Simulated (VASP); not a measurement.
# Be (P6_3/mmc) in VASP: further runs, part 2 of 2

VASP 6.6.1. Earlier steps stand in the parts before.

### 4 Single point, PBE

File INCAR:

```
SYSTEM = Be
PREC     = Accurate       ! precision mode
ENCUT    = 520            ! plane-wave cutoff, eV
EDIFF    = 1E-7           ! SCF threshold, eV
ISMEAR   = 0              ! smearing method
SIGMA    = 0.1            ! smearing width, eV
LREAL    = .False.        ! projectors in reciprocal space
LASPH    = .True.         ! aspherical terms in the spheres
NELM     = 100            ! most SCF steps
ALGO     = Normal         ! electronic algorithm
ISIF     = 2              ! what is computed and relaxed
LWAVE    = .False.        ! write WAVECAR
LCHARG   = .False.        ! write CHGCAR
GGA      = PE             ! functional
NBANDS   = 9              ! bands
```

File KPOINTS:

```
Automatic mesh
0
Gamma
  21 21 12
  0 0 0
```

File POSCAR:

```
Be
1.0
    2.2626379258      0.0000000000      0.0000000000
   -1.1313189629      1.9595019234      0.0000000000
    0.0000000000      0.0000000000      3.5668047770
Be
2
Direct
    0.3333333333      0.6666666667      0.2500000000
    0.6666666667      0.3333333333      0.7500000000
```

Started as:

```bash
> cat potpaw_PBE.64/Be/POTCAR > POTCAR
> mpirun -np 1 vasp_std > vasp.out
```

It took 18 s on 1 thread of Intel Xeon 6975P-C (Granite Rapids), shared host; peak memory 0.15 GiB.

It converged, with:

| Quantity | Value |
| --- | --- |
| Free energy | -7.5305 eV |
| Pressure | 0.2 GPa |
| Band gap on the k mesh | zero (bands 2 and 3 overlap by 2.09 eV) |

Levels at points of the mesh, in eV from the Fermi level:
```
           k point  band 1  band 2  band 3  band 4  band 5  band 6  band 7
(0.00, 0.00, 0.00)  -11.39   -4.49    1.05   15.98   15.98   18.82   18.82
(0.00, 0.00, 0.50)   -9.23   -9.23   10.63   10.63   17.62   17.62   17.62
```

### 5 Relaxation of cell and atoms, PBE

File INCAR:

```
SYSTEM = Be
PREC = Accurate
ENCUT = 600
EDIFF = 1E-7
ISMEAR = 0
SIGMA = 0.1
LREAL = .False.
LASPH = .True.
NELM = 80
ALGO = Fast
ISIF = 3
LWAVE = .False.
LCHARG = .False.
GGA = PE
IBRION = 2
NSW = 80
EDIFFG = -0.01
```

File KPOINTS:

```
regular mesh
0
Gamma
  21 21 12
  0 0 0
```

File POSCAR:

```
Be
1.0
    2.2713217343      0.0000000000      0.0000000000
   -1.1356608671      1.9670223220      0.0000000000
    0.0000000000      0.0000000000      3.5428083780
Be
2
Direct
    0.3333333333      0.6666666667      0.2500000000
    0.6666666667      0.3333333333      0.7500000000
```

Potentials or basis: VASP PAW PBE potentials, release 64 (Be).

Started as:

```bash
> cat potpaw_PBE.64/Be/POTCAR > POTCAR
> mpirun -np 1 vasp_std > vasp.out
```

OUTCAR:

```text
SYSTEM = Be
   PREC = Accurate
   ENCUT = 600
   EDIFF = 1E-7
   ISMEAR = 0
   LREAL = .False.
   LASPH = .True.
   NELM = 80
   ISIF = 3
   GGA = PE
   IBRION = 2
   NSW = 80
   EDIFFG = -0.01

 ion  position               nearest neighbor table
   1  0.333  0.667  0.250-   2 2.20   2 2.20   2 2.20   2 2.20   2 2.20   2 2.20
   2  0.667  0.333  0.750-   1 2.20   1 2.20   1 2.20   1 2.20   1 2.20   1 2.20

  LATTYP: Found a hexagonal cell.
 ALAT       =     2.2713217343
 C/A-ratio  =     1.5598003244

  Lattice vectors:

 A1 = (   2.2713217343,   0.0000000000,   0.0000000000)
 A2 = (  -1.1356608671,   1.9670223220,   0.0000000000)
 A3 = (   0.0000000000,   0.0000000000,   3.5428083780)

Analysis of symmetry for initial positions (statically):
=====================================================================
 Subroutine PRICEL returns:
 Original cell was already a primitive cell.

 Routine SETGRP: Setting up the symmetry group for a
 hexagonal supercell.

 Subroutine GETGRP returns: Found 24 space group operations
 (whereof 12 operations were pure point group operations)
 out of a pool of 24 trial point group operations.

The static configuration has the point symmetry D_3d.
 The point group associated with its full space group is D_6h.

Analysis of symmetry for dynamics (positions and initial velocities):
=====================================================================
 Subroutine PRICEL returns:
 Original cell was already a primitive cell.

 Routine SETGRP: Setting up the symmetry group for a
 hexagonal supercell.

 Subroutine GETGRP returns: Found 24 space group operations
 (whereof 12 operations were pure point group operations)
 out of a pool of 24 trial point group operations.

The dynamic configuration has the point symmetry D_3d.
 The point group associated with its full space group is D_6h.

 Subroutine INISYM returns: Found 24 space group operations
 (whereof 12 operations are pure point group operations),
 and found     1 'primitive' translations

----------------------------------------------------------------------------------------

                                     Primitive cell

  volume of cell :      15.8283

  direct lattice vectors                    reciprocal lattice vectors
     2.271321734  0.000000000  0.000000000     0.440272281  0.254191320  0.000000000
    -1.135660867  1.967022322  0.000000000     0.000000000  0.508382639  0.000000000
     0.000000000  0.000000000  3.542808378     0.000000000  0.000000000  0.282261950

  length of vectors
     2.271321734  2.271321734  3.542808378     0.508382639  0.508382639  0.282261950

  position of ions in fractional coordinates (direct lattice)
     0.333333333  0.666666667  0.250000000
     0.666666667  0.333333333  0.750000000

  ion indices of the primitive-cell ions
   primitive index   ion index
                 1           1
                 2           2

[... 53 lines left out ...]
   k-points           NKPTS =    336   k-points in BZ     NKDIM =    336   number of bands    NBANDS=      6
   number of dos      NEDOS =    301   number of ions     NIONS =      2
   total plane-waves  NPLWV =   9072
   dimension x,y,z NGX =    18 NGY =   18 NGZ =   28
   dimension x,y,z NGXF=    36 NGYF=   36 NGZF=   56
   ions per type =               2
   NGX,Y,Z   is equivalent  to a cutoff of  13.17, 13.17, 13.14 a.u.
   NGXF,Y,Z  is equivalent  to a cutoff of  26.35, 26.35, 26.28 a.u.
 SYSTEM =  Be
   PREC   = accura    normal or accurate (medium, high low for compatibility)
   ISTART =      0    job   : 0-new  1-cont  2-samecut
   ICHARG =      2    charge: 1-file 2-atom 10-const
   ISPIN  =      1    spin polarized calculation?
   LNONCOLLINEAR =      F non collinear calculations
   LSORBIT =      F    spin-orbit coupling
   LASPH  =      T    aspherical Exc in radial PAW
   ENCUT  =  600.0 eV  44.10 Ry    6.64 a.u.   4.54  4.54  7.08*2*pi/ulx,y,z
   NELM   =     80;   NELMIN=  2; NELMDL= -5     # of ELM steps
   EDIFF  = 0.1E-06   stopping-criterion for ELM
   LREAL  =      F    real-space projection
   EDIFFG = -.1E-01   stopping-criterion for IOM
   NSW    =     80    number of steps for IOM
   IBRION =      2    ionic relax: 0-MD 1-quasi-New 2-CG
   NFREE  =      1    steps in history (QN), initial steepest desc. (CG)
   ISIF   =      3    stress and relaxation
   ISYM   =      2    0-nonsym 1-usesym 2-fastsym
   POTIM  = 0.5000    time-step for ionic-motion
   TEBEG  =    0.0;   TEEND  =   0.0 temperature during run
   PSTRESS=    0.0 pullay stress
   NELECT =       4.0000    total number of electrons
   NUPDOWN=      -1.0000    fix difference up-down
   EMIN   =  10.00;   EMAX   =-10.00  energy-range for DOS
   EFERMI =   0.00;   METHOD = LEGACY
   ISMEAR =     0;   SIGMA  =   0.10  broadening in eV -4-tet -1-fermi 0-gaus
   EFERMI_NEDOS =   21; number of points for ismear=-14 and -15
   IALGO  =     68    algorithm
   IMIX   =      4    mixing-type and parameters
     AMIX     =   0.40;   BMIX     =  1.00
     AMIX_MAG =   1.60;   BMIX_MAG =  1.00
  volume/ion in A,a.u.               =       7.91        53.41
  Fermi-wavevector in a.u.,A,eV,Ry     =   1.035022  1.955908 14.575524  1.071271
  Thomas-Fermi vector in A             =   2.169345
   LORBIT       =      0    0 simple, 1 ext, 2 COOP (PROOUT), +10 PAW based schemes
   GGA     = PE    functional components
   LHFCALC =     F    Hartree Fock is set to
   AEXX    =    0.0000 exact exchange contribution
   IVDW    =     0    specifies the selected vdW correction
   LEPSILON=     F    determine dielectric tensor
   LRPA    =     F    only Hartree local field effects (RPA)
 conjugate gradient relaxation of ions
 non-spin polarized calculation
 RMM-DIIS sequential band-by-band and
 Gauss-broadening in eV      SIGMA  =   0.10
  energy-cutoff  :      600.00
  volume of cell :       15.83
 maximum number of plane-waves:       545
   NGX =  9   NGY =  9   NGZ = 15

--------------------------------------- Ionic step        1  -------------------------------------------

 number of electron       4.0000000 magnetization

 Free energy of the ion-electron system (eV)
  ---------------------------------------------------
  ext. energy  EPLUGINS =         0.00000000
  ---------------------------------------------------
  free energy    TOTEN  =        -7.52931441 eV

  energy without entropy =       -7.52770387  energy(sigma->0) =       -7.52850914

------------------------ aborting loop because EDIFF is reached ----------------------------------------

  FORCE on cell =-STRESS in cart. coord.  units (eV):
  Direction    XX          YY          ZZ          XY          YZ          ZX
  --------------------------------------------------------------------------------------
  -------------------------------------------------------------------------------------
  Total       -0.0992495     -0.0992495      0.2512289     -0.0000000     -0.0000000      0.0000000
  in kB      -10.0462294    -10.0462294     25.4298981     -0.0000000     -0.0000000      0.0000000
  external PRESSURE =       1.7791465 kB  Pullay stress =       0.0000000 kB
[... 59 lines left out ...]
--------------------------------------- Ionic step        3  -------------------------------------------

 number of electron       4.0000000 magnetization

 Free energy of the ion-electron system (eV)
  ---------------------------------------------------
  ext. energy  EPLUGINS =         0.00000000
  ---------------------------------------------------
  free energy    TOTEN  =        -7.53056356 eV

  energy without entropy =       -7.52902089  energy(sigma->0) =       -7.52979223

 E-fermi :   7.0461     XC(G=0): -10.5972

 val. band max:        7.0078326299   @ k =   0.2857   0.2381   0.0833
 cond. band min:       7.0489170032   @ k =   0.3333   0.2857   0.3333
 fundamental gap:      0.0410843732
 Fermi energy:         7.0461264308

 k-point     1 :       0.0000    0.0000    0.0000
  band No.  band energies     occupation
      1      -4.3332      2.00000
      2       2.5627      2.00000
      3       8.0896      0.00000
      4      22.9891      0.00000
      5      22.9891      0.00000
      6      25.8252      0.00000
[... 199 lines left out ...]
 k-point    24 :       0.1905    0.0952    0.0000
  band No.  band energies     occupation
      1      -2.5036      2.00000
      2       4.9397      2.00000
      3       8.4081      0.00000
      4      15.2086      0.00000
      5      17.4864      0.00000
      6      23.2591      0.00000

 [... further k-points ...]

------------------------ aborting loop because EDIFF is reached ----------------------------------------

  FORCE on cell =-STRESS in cart. coord.  units (eV):
  Direction    XX          YY          ZZ          XY          YZ          ZX
  --------------------------------------------------------------------------------------
  -------------------------------------------------------------------------------------
  Total       -0.0150803     -0.0150803     -0.0135162     -0.0000000     -0.0000000      0.0000000
  in kB       -1.5240987     -1.5240987     -1.3660280     -0.0000000     -0.0000000      0.0000000
  external PRESSURE =      -1.4714085 kB  Pullay stress =       0.0000000 kB
[... 17 lines left out ...]
  FREE ENERGIE OF THE ION-ELECTRON SYSTEM (eV)
  ---------------------------------------------------
  free  energy   TOTEN  =        -7.5305635646 eV

  energy  without entropy=       -7.5290208874  energy(sigma->0) =       -7.52979223

 reached required accuracy - stopping structural energy minimisation
```

OSZICAR:

```text
N       E                     dE             d eps       ncg     rms          rms(c)
DAV:   1    -0.178635021897E+01   -0.17864E+01   -0.19234E+03  4050   0.609E+02
DAV:   2    -0.754813445716E+01   -0.57618E+01   -0.54778E+01  6216   0.714E+01
DAV:   3    -0.759416504295E+01   -0.46031E-01   -0.45740E-01  5280   0.550E+00
[... 17 lines left out ...]
       N       E                     dE             d eps       ncg     rms          rms(c)
DAV:   1    -0.753056508066E+01   -0.48555E-04   -0.64924E-04  5928   0.172E-01    0.949E-03
RMM:   2    -0.753056432467E+01    0.75599E-06   -0.25894E-06  3935   0.151E-02    0.574E-03
RMM:   3    -0.753056357545E+01    0.74922E-06   -0.19866E-07  3738   0.456E-03    0.185E-04
RMM:   4    -0.753056356462E+01    0.10836E-07   -0.10215E-08  2662   0.134E-03
   3 F= -.75305636E+01 E0= -.75297922E+01  d E =-.124915E-02
```

It took 20 s on 1 thread of Intel Xeon 6975P-C (Granite Rapids), shared host; peak memory 0.15 GiB.

Results:

```yaml
Free_energy: -7.5306 eV
Relaxed_volume: 7.93 Å³/atom
Relaxed_cell: a = 2.265 Å, b = 2.265 Å, c = 3.570 Å, α = 90.00°, β = 90.00°, γ = 120.00°
Space_group_after_relaxing_to_0.1_Å: P6_3/mmc (No. 194)
Energy_gained_by_relaxing: 0.6 meV/atom
Ionic_steps: 3
Pressure_after_relaxing: -0.1 GPa
Band_gap_on_the_k_mesh: zero (bands 2 and 3 overlap by 2.08 eV)
```

The path:
```tsv
step	energy change (eV)	largest force (eV/Å)	pressure (GPa)	volume (Å³)
1	0.0000	0.0000	0.18	15.83
2	-0.0012	0.0000	-0.09	15.85
3	-0.0012	0.0000	-0.15	15.85
```

Final structure:
```
Be
1.0
     2.26456    0.00000    0.00000
    -1.13228    1.96116    0.00000
     0.00000    0.00000    3.56952
Be
2
Direct
  0.33333 0.66667 0.25000
  0.66667 0.33333 0.75000
```

### 6 Summary

```tsv
task	cell	k mesh	cutoff (eV)	gap on the mesh (eV)	pressure (GPa)	relaxed volume (Å³/atom)
single point	a = 2.271, b = 2.271, c = 3.543 Å, angles 90.0, 90.0, 120.0°, 2 atoms	9 × 9 × 6	520	none	0.1	-
relaxation of cell and atoms	relaxed from a = 2.492, b = 2.492, c = 3.994 Å, angles 90.0, 90.0, 120.0°, 2 atoms	9 × 9 × 6	600	none	0.0	7.92
single point	a = 2.263, b = 2.263, c = 3.567 Å, angles 90.0, 90.0, 120.0°, 2 atoms	21 × 21 × 12	520	none	0.2	-
relaxation of cell and atoms	relaxed from a = 2.271, b = 2.271, c = 3.543 Å, angles 90.0, 90.0, 120.0°, 2 atoms	21 × 21 × 12	600	none	-0.1	7.93
```

Alike in all rows: level PBE; potentials or basis VASP PAW PBE potentials, release 64 (Be); no spin polarisation; smearing gaussian 0.1 eV.

Caveats: the volume moved by over 15 % at a fixed basis, so the end points are rough (at least some runs).

Absolute energies hang on the potentials; compare differences alone.

The gap in the log of VASP goes by the Fermi energy; the results here count the filled bands.